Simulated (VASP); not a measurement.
A run of VASP 6.6.1 is set up as follows.

The input INCAR:

```
ALGO = Normal
EDIFF = 1E-8
ENCUT = 520
GGA = PS
IBRION = 8
ISIF = 2
ISMEAR = 0
LASPH = True
LCHARG = False
LREAL = False
LWAVE = False
NELM = 100
NSW = 1
PREC = Accurate
SIGMA = 0.01
```

Contents of KPOINTS:

```
k-points
0
Gamma
  3 3 3
```

POSCAR

```
NaH
1.0
    2.9551240000      0.0000000000      0.0000000000
    0.0000000000      2.9551240000      0.0000000000
    0.0000000000      0.0000000000      2.9551240000
Na H
1 1
Direct
    0.0000000000      0.0000000000      0.0000000000
    0.5000000000      0.5000000000      0.5000000000
```

Potentials or basis: VASP PAW PBE potentials, release 64 (Na_pv, H).

Command:

```console
$ cat potpaw_PBE.64/Na_pv/POTCAR potpaw_PBE.64/H/POTCAR > POTCAR
$ mpirun -np 1 vasp_std > vasp.out
```

**Question.** Predict the highest phonon frequency at Γ, LO-TO splitting left out.

**Answer.** 387 cm⁻¹.

Phonon frequencies in cm⁻¹ (negative: imaginary):
```
              q point           frequencies
(0.000, 0.000, 0.000)  -1 -1 -1 387 387 387
```

Caveat: the k points lie up to 0.71 Å⁻¹ apart; the cell wasn't relaxed at this level first, which shifts response properties.
